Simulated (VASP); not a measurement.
# Si (P6_3/mmc) in VASP: notebook

The runs below take Si through single point, relaxation of cell and atoms, with PBEsol.

Everything below comes from runs of VASP 6.6.1. Logs are shortened: lines on timing, memory, paths and dates and some standing lists are left out, and cuts for length are marked.

### 1 The cell of the first run

The structure is hexagonal, space group P6_3/mmc (No. 194). Conventional cell: a = 3.820 Å, b = 3.820 Å, c = 6.320 Å, α = 90.00°, β = 90.00°, γ = 120.00°. Si (site symmetry 3m) has 4 Si at 2.34 to 2.36 Å within 3.1 Å.

### 2 Single point, PBEsol

File INCAR:

```
SYSTEM = Si
PREC = Accurate
ENCUT = 520
EDIFF = 1E-6
ISMEAR = 0
SIGMA = 0.1
LREAL = .FALSE.
LASPH = .TRUE.
NELM = 60
ALGO = Normal
ISIF = 2
LWAVE = .FALSE.
LCHARG = .FALSE.
GGA = PS
NBANDS = 16
```

File KPOINTS:

```
Automatic mesh
0
G
  6 6 4
  0 0 0
```

File POSCAR:

```
Si
1.0
    3.8200000000      0.0000000000      0.0000000000
   -1.9100000000      3.3082170425      0.0000000000
    0.0000000000      0.0000000000      6.3200000000
Si
4
Direct
    0.3333333333      0.6666666667      0.0000000000
    0.6666666667      0.3333333333      0.5000000000
    0.3333333333      0.6666666667      0.3740000000
    0.6666666667      0.3333333333      0.8740000000
```

Potentials or basis: VASP PAW PBE potentials, release 64 (Si).

Launch:

```
cat potpaw_PBE.64/Si/POTCAR > POTCAR
mpirun -np 1 vasp_std > vasp.out
```

OUTCAR:

```text
SYSTEM = Si
   PREC = Accurate
   ENCUT = 520
   EDIFF = 1E-6
   ISMEAR = 0
   LREAL = .FALSE.
   LASPH = .TRUE.
   NELM = 60
   ISIF = 2
   GGA = PS

 ion  position               nearest neighbor table
   1  0.333  0.667  0.000-   4 2.34   4 2.34   4 2.34   3 2.36
   2  0.667  0.333  0.500-   3 2.34   3 2.34   3 2.34   4 2.36
   3  0.333  0.667  0.374-   2 2.34   2 2.34   2 2.34   1 2.36
   4  0.667  0.333  0.874-   1 2.34   1 2.34   1 2.34   2 2.36

  LATTYP: Found a hexagonal cell.
 ALAT       =     3.8200000000
 C/A-ratio  =     1.6544502618

  Lattice vectors:

 A1 = (   3.8200000000,   0.0000000000,   0.0000000000)
 A2 = (  -1.9100000000,   3.3082170425,   0.0000000000)
 A3 = (   0.0000000000,   0.0000000000,   6.3200000000)

Analysis of symmetry for initial positions (statically):
=====================================================================
 Subroutine PRICEL returns:
 Original cell was already a primitive cell.

 Routine SETGRP: Setting up the symmetry group for a
 hexagonal supercell.

 Subroutine GETGRP returns: Found 24 space group operations
 (whereof  6 operations were pure point group operations)
 out of a pool of 24 trial point group operations.

The static configuration has the point symmetry C_3v.
 The point group associated with its full space group is D_6h.

Analysis of symmetry for dynamics (positions and initial velocities):
=====================================================================
 Subroutine PRICEL returns:
 Original cell was already a primitive cell.

 Routine SETGRP: Setting up the symmetry group for a
 hexagonal supercell.

 Subroutine GETGRP returns: Found 24 space group operations
 (whereof  6 operations were pure point group operations)
 out of a pool of 24 trial point group operations.

The dynamic configuration has the point symmetry C_3v.
 The point group associated with its full space group is D_6h.

 Subroutine INISYM returns: Found 24 space group operations
 (whereof  6 operations are pure point group operations),
 and found     1 'primitive' translations

----------------------------------------------------------------------------------------

                                     Primitive cell

  volume of cell :      79.8683

  direct lattice vectors                    reciprocal lattice vectors
     3.820000000  0.000000000  0.000000000     0.261780105  0.151138814  0.000000000
    -1.910000000  3.308217042  0.000000000     0.000000000  0.302277628  0.000000000
     0.000000000  0.000000000  6.320000000     0.000000000  0.000000000  0.158227848

[... 86 lines left out ...]
   NSW    =      0    number of steps for IOM
   IBRION =     -1    ionic relax: 0-MD 1-quasi-New 2-CG
   NFREE  =      0    steps in history (QN), initial steepest desc. (CG)
   ISIF   =      2    stress and relaxation
   ISYM   =      2    0-nonsym 1-usesym 2-fastsym
   POTIM  = 0.5000    time-step for ionic-motion
   TEBEG  =    0.0;   TEEND  =   0.0 temperature during run
   PSTRESS=    0.0 pullay stress
   NELECT =      16.0000    total number of electrons
   NUPDOWN=      -1.0000    fix difference up-down
   EMIN   =  10.00;   EMAX   =-10.00  energy-range for DOS
   EFERMI =   0.00;   METHOD = LEGACY
   ISMEAR =     0;   SIGMA  =   0.10  broadening in eV -4-tet -1-fermi 0-gaus
   EFERMI_NEDOS =   21; number of points for ismear=-14 and -15
   IALGO  =     38    algorithm
   IMIX   =      4    mixing-type and parameters
     AMIX     =   0.40;   BMIX     =  1.00
     AMIX_MAG =   1.60;   BMIX_MAG =  1.00
  volume/ion in A,a.u.               =      19.97       134.74
  Fermi-wavevector in a.u.,A,eV,Ry     =   0.957907  1.810182 12.484513  0.917586
  Thomas-Fermi vector in A             =   2.086967
   LORBIT       =      0    0 simple, 1 ext, 2 COOP (PROOUT), +10 PAW based schemes
   GGA     = PS    functional components
   LHFCALC =     F    Hartree Fock is set to
   AEXX    =    0.0000 exact exchange contribution
   IVDW    =     0    specifies the selected vdW correction
   LEPSILON=     F    determine dielectric tensor
   LRPA    =     F    only Hartree local field effects (RPA)
 non-spin polarized calculation
 Gauss-broadening in eV      SIGMA  =   0.10
  energy-cutoff  :      520.00
  volume of cell :       79.87
 maximum number of plane-waves:      2175
   NGX = 15   NGY = 15   NGZ = 23

 number of electron      15.9999999 magnetization

 Free energy of the ion-electron system (eV)
  ---------------------------------------------------
  ext. energy  EPLUGINS =         0.00000000
  ---------------------------------------------------
  free energy    TOTEN  =       -22.92006222 eV

  energy without entropy =      -22.91979703  energy(sigma->0) =      -22.91992962

 E-fermi :   6.2188     XC(G=0):  -9.5568

 val. band max:        6.0843103745   @ k =   0.0000   0.0000   0.0000
 cond. band min:       6.3654653867   @ k =   0.5000   0.0000   0.0000
 fundamental gap:      0.2811550122
 Fermi energy:         6.2188201970

 k-point     1 :       0.0000    0.0000    0.0000
  band No.  band energies     occupation
      1      -6.2029      2.00000
      2      -3.8882      2.00000
      3      -1.2237      2.00000
      4       4.5471      2.00000
      5       4.5471      2.00000
      6       5.7206      2.00000
[... 376 lines left out ...]
      3      -1.3899      2.00000
      4      -1.3899      2.00000
      5       1.4964      2.00000
      6       1.4964      2.00000
[... 8 lines left out ...]
     15      12.2904      0.00000
     16      12.2904      0.00000

------------------------ aborting loop because EDIFF is reached ----------------------------------------

  FORCE on cell =-STRESS in cart. coord.  units (eV):
  Direction    XX          YY          ZZ          XY          YZ          ZX
  --------------------------------------------------------------------------------------
  -------------------------------------------------------------------------------------
  Total        0.3059279      0.3059279      0.0928308      0.0000000     -0.0000000      0.0000000
  in kB        6.1369873      6.1369873      1.8622078      0.0000000     -0.0000000      0.0000000
  external PRESSURE =       4.7120608 kB  Pullay stress =       0.0000000 kB

 VOLUME and BASIS-vectors are now :
 -----------------------------------------------------------------------------
  energy-cutoff  :      520.00
  volume of cell :       79.87
      direct lattice vectors                 reciprocal lattice vectors
     3.820000000  0.000000000  0.000000000     0.261780105  0.151138814  0.000000000
    -1.910000000  3.308217042  0.000000000     0.000000000  0.302277628  0.000000000
     0.000000000  0.000000000  6.320000000     0.000000000  0.000000000  0.158227848

 POSITION                                       TOTAL-FORCE (eV/Angst)
 -----------------------------------------------------------------------------------
     -0.00000      2.20548      0.00000        -0.000000      0.000000     -0.000837
      1.91000      1.10274      3.16000         0.000000     -0.000000     -0.000837
     -0.00000      2.20548      2.36368        -0.000000      0.000000      0.000837
      1.91000      1.10274      5.52368         0.000000     -0.000000      0.000837
 -----------------------------------------------------------------------------------
    total drift:                               -0.000000      0.000000      0.000000

  FREE ENERGIE OF THE ION-ELECTRON SYSTEM (eV)
  ---------------------------------------------------
  free  energy   TOTEN  =       -22.9200622156 eV

  energy  without entropy=      -22.9197970293  energy(sigma->0) =      -22.91992962
```

OSZICAR:

```text
N       E                     dE             d eps       ncg     rms          rms(c)
DAV:   1     0.243228473167E+02    0.24323E+02   -0.60386E+03   672   0.827E+02
DAV:   2    -0.215574902096E+02   -0.45880E+02   -0.41880E+02   904   0.121E+02
DAV:   3    -0.233589467549E+02   -0.18015E+01   -0.17898E+01   856   0.225E+01
DAV:   4    -0.233791128576E+02   -0.20166E-01   -0.20162E-01   872   0.308E+00
DAV:   5    -0.233794575131E+02   -0.34466E-03   -0.34458E-03   880   0.377E-01    0.707E+00
DAV:   6    -0.230626457359E+02    0.31681E+00   -0.11729E-01   768   0.161E+00    0.423E+00
DAV:   7    -0.229186390613E+02    0.14401E+00   -0.22976E-01   776   0.232E+00    0.250E-01
DAV:   8    -0.229198480938E+02   -0.12090E-02   -0.17473E-02   816   0.678E-01    0.106E-01
DAV:   9    -0.229199900074E+02   -0.14191E-03   -0.47669E-04   872   0.125E-01    0.821E-02
DAV:  10    -0.229200628389E+02   -0.72832E-04   -0.11217E-04   800   0.524E-02    0.244E-02
DAV:  11    -0.229200615273E+02    0.13116E-05   -0.27903E-06   856   0.922E-03    0.779E-03
DAV:  12    -0.229200622156E+02   -0.68826E-06   -0.64384E-07   560   0.439E-03
   1 F= -.22920062E+02 E0= -.22919930E+02  d E =-.265186E-03
```

Wall time 13 s (1 thread of AMD EPYC 9R45 (Zen 5), shared host); peak memory 0.15 GiB.

Results:

| Quantity | Value |
| --- | --- |
| Free energy | -22.9201 eV |
| Pressure | 0.5 GPa |
| Band gap on the k mesh | 0.28 eV, indirect (least direct gap 0.98 eV) |

Stress tensor (GPa, compression positive):
```
0.61 0.00 0.00
0.00 0.61 0.00
0.00 0.00 0.19
```

Levels at points of the mesh, in eV from the valence-band top:
| k point | band 5 | band 6 | band 7 | band 8 | band 9 | band 10 | band 11 | band 12 |
| --- | --- | --- | --- | --- | --- | --- | --- | --- |
| (0.00, 0.00, 0.00) | -1.54 | -0.36 | 0.00 | 0.00 | 0.98 | 1.94 | 1.94 | 2.28 |
| (0.50, 0.00, 0.00) | -4.75 | -3.10 | -3.07 | -1.46 | 0.28 | 2.27 | 2.88 | 3.04 |
| (0.00, 0.00, 0.50) | -0.94 | -0.94 | -0.94 | -0.94 | 1.76 | 1.76 | 2.92 | 2.92 |
| (0.50, 0.00, 0.50) | -2.50 | -2.50 | -2.46 | -2.46 | 0.81 | 0.81 | 1.54 | 1.54 |

Caveat: the PAW data sets were made with another functional, which shifts forces and pressure a little.

### 3 Single point, PBEsol

This run uses another cell than the first one, of 20.03 Å³/atom, 1.003 times its volume.

File INCAR:

```
PREC = Accurate
ENCUT = 520
EDIFF = 1E-6
ISMEAR = 0
SIGMA = 0.01
LREAL = F
LASPH = T
NELM = 60
ALGO = Normal
ISIF = 2
LWAVE = F
LCHARG = F
GGA = PS
NBANDS = 16
```

File KPOINTS:

```
Automatic mesh
0
Gamma
  9 9 6
```

File POSCAR:

```
Si
1.0
    3.8247397559      0.0000000000      0.0000000000
   -1.9123698780      3.3123217915      0.0000000000
    0.0000000000      0.0000000000      6.3247507396
Si
4
Direct
    0.3333333333      0.6666666667      0.0000086252
    0.6666666667      0.3333333333      0.5000086252
    0.3333333333      0.6666666667      0.3739913748
    0.6666666667      0.3333333333      0.8739913748
```

Potentials or basis: VASP PAW PBE potentials, release 64 (Si).

Launch:

```
cat potpaw_PBE.64/Si/POTCAR > POTCAR
mpirun -np 1 vasp_std > vasp.out
```

Run time: 26 s. Hardware: 1 thread of AMD EPYC 9R45 (Zen 5), shared host; peak memory 0.17 GiB.

The run converged. Its results:

- Free energy: -22.9466 eV
- Pressure: 0.1 GPa
- Band gap on the k mesh: 0.33 eV, indirect (least direct gap 0.97 eV)

Levels at points of the mesh, in eV from the valence-band top:
```tsv
k point	band 5	band 6	band 7	band 8	band 9	band 10	band 11	band 12
(0.00, 0.00, 0.00)	-1.53	-0.36	0.00	0.00	0.97	1.94	1.94	2.29
(0.00, 0.00, 0.50)	-0.94	-0.94	-0.94	-0.94	1.75	1.75	2.92	2.92
```

Caveat: the PAW data sets were made with another functional, which shifts forces and pressure a little.

### 4 Single point, PBEsol

This run uses another cell than the first one, of 20.03 Å³/atom, 1.003 times its volume.

File INCAR:

```
SYSTEM = Si
PREC = Accurate ; ENCUT = 520
EDIFF = 1E-7 ; ISMEAR = 0
SIGMA = 0.01 ; LREAL = .FALSE.
LASPH = .TRUE. ; NELM = 100
ALGO = Normal ; ISIF = 2
LWAVE = .FALSE. ; LCHARG = .TRUE.
GGA = PS ; LELF = .TRUE.
LVHAR = .TRUE. ; NBANDS = 16
```

File KPOINTS:

```
regular mesh
0
G
  9 9 6
  0 0 0
```

POSCAR is that of step 3.

Launch:

```
cat potpaw_PBE.64/Si/POTCAR > POTCAR
mpirun -np 1 vasp_std > vasp.out
```

It took 32 s on 1 thread of AMD EPYC 9R45 (Zen 5), shared host; peak memory 0.17 GiB.

The run converged. Its results:

* Free energy: -22.9466 eV
* Pressure: 0.1 GPa
* Band gap on the k mesh: 0.33 eV, indirect (least direct gap 0.97 eV)

Levels at points of the mesh, in eV from the valence-band top:
| k point | band 5 | band 6 | band 7 | band 8 | band 9 | band 10 | band 11 | band 12 |
| --- | --- | --- | --- | --- | --- | --- | --- | --- |
| (0.00, 0.00, 0.00) | -1.53 | -0.36 | 0.00 | 0.00 | 0.97 | 1.94 | 1.94 | 2.29 |
| (0.00, 0.00, 0.50) | -0.94 | -0.94 | -0.94 | -0.94 | 1.75 | 1.75 | 2.92 | 2.92 |

Caveat: the PAW data sets were made with another functional, which shifts forces and pressure a little. A k mesh can miss the band edges.

### 5 Relaxation of cell and atoms, PBEsol

File INCAR:

```
ALGO = Normal ; EDIFF = 1E-7
EDIFFG = -0.002 ; ENCUT = 600
GGA = PS ; IBRION = 2
ISIF = 3 ; ISMEAR = 0
LASPH = T ; LCHARG = F
LREAL = F ; LWAVE = F
NELM = 80 ; NSW = 100
PREC = Accurate ; SIGMA = 0.01
```

File KPOINTS:

```
k-points
0
Gamma
  9 9 6
```

File POSCAR:

```
Si
1.0
    3.8200000000      0.0000000000      0.0000000000
   -1.9100000000      3.3082170425      0.0000000000
    0.0000000000      0.0000000000      6.3200000000
Si
4
Direct
    0.3333333333      0.6666666667      0.0000000000
    0.6666666667      0.3333333333      0.5000000000
    0.3333333333      0.6666666667      0.3740000000
    0.6666666667      0.3333333333      0.8740000000
```

Launch:

```
cat potpaw_PBE.64/Si/POTCAR > POTCAR
mpirun -np 1 vasp_std > vasp.out
```

It took 90 s on 1 thread of AMD EPYC 9R45 (Zen 5), shared host; peak memory 0.2 GiB.

The run converged. Its results:

* Free energy: -22.9466 eV
* Relaxed volume: 20.06 Å³/atom
* Relaxed cell: a = 3.827 Å, b = 3.827 Å, c = 6.326 Å, α = 90.00°, β = 90.00°, γ = 120.00°
* Space group after relaxing (to 0.05 Å): P6_3/mmc (No. 194)
* Energy gained by relaxing: 0.1 meV/atom
* Ionic steps: 7
* Pressure after relaxing: 0.0 GPa
* Band gap on the k mesh: 0.33 eV, indirect (least direct gap 0.96 eV)

The path:
| step | energy change (eV) | largest force (eV/Å) | pressure (GPa) | volume (Å³) |
| --- | --- | --- | --- | --- |
| 1 | 0.0000 | 0.0083 | 0.42 | 79.87 |
| 2 | -0.0002 | 0.0151 | -0.30 | 80.48 |
| 3 | -0.0005 | 0.0053 | 0.01 | 80.22 |
| 4 | -0.0005 | 0.0056 | 0.00 | 80.23 |
| 5 | -0.0005 | 0.0004 | -0.01 | 80.23 |
| 6 | -0.0005 | 0.0001 | -0.01 | 80.23 |
| 7 | -0.0005 | 0.0001 | 0.00 | 80.22 |

Final structure:
```
CELL_PARAMETERS angstrom
3.82658 0.00000 0.00000
-1.91329 3.31392 0.00000
0.00000 0.00000 6.32639
ATOMIC_POSITIONS crystal
Si 0.33333 0.66667 0.99999
Si 0.66667 0.33333 0.49999
Si 0.33333 0.66667 0.37401
Si 0.66667 0.33333 0.87401
```

Levels at points of the mesh, in eV from the valence-band top:
```
           k point  band 5  band 6  band 7  band 8  band 9  band 10  band 11  band 12
(0.00, 0.00, 0.00)   -1.53   -0.36    0.00    0.00    0.96     1.95     1.95     2.29
(0.00, 0.00, 0.50)   -0.94   -0.94   -0.94   -0.94    1.75     1.75     2.92     2.92
```

Caveat: the PAW data sets were made with another functional, which shifts forces and pressure a little. A k mesh can miss the band edges.

### 6 Summary

```tsv
task	cell	k mesh	cutoff (eV)	smearing	gap on the mesh (eV)	pressure (GPa)
single point	a = 3.820, b = 3.820, c = 6.320 Å, angles 90.0, 90.0, 120.0°, 4 atoms	6 × 6 × 4	520	gaussian 0.1 eV	0.28	0.5
single point	a = 3.825, b = 3.825, c = 6.325 Å, angles 90.0, 90.0, 120.0°, 4 atoms	9 × 9 × 6	520	gaussian 0.01 eV	0.33	0.1
relaxation of cell and atoms	relaxed from a = 3.820, b = 3.820, c = 6.320 Å, angles 90.0, 90.0, 120.0°, 4 atoms	9 × 9 × 6	600	gaussian 0.01 eV	0.33	0.0
```

Alike in all rows: level PBEsol; potentials or basis VASP PAW PBE potentials, release 64 (Si); no spin polarisation.

Caveats: the PAW data sets were made with another functional, which shifts forces and pressure a little.

Total energies depend on the potentials used, so only differences within one code and one set of settings carry meaning.
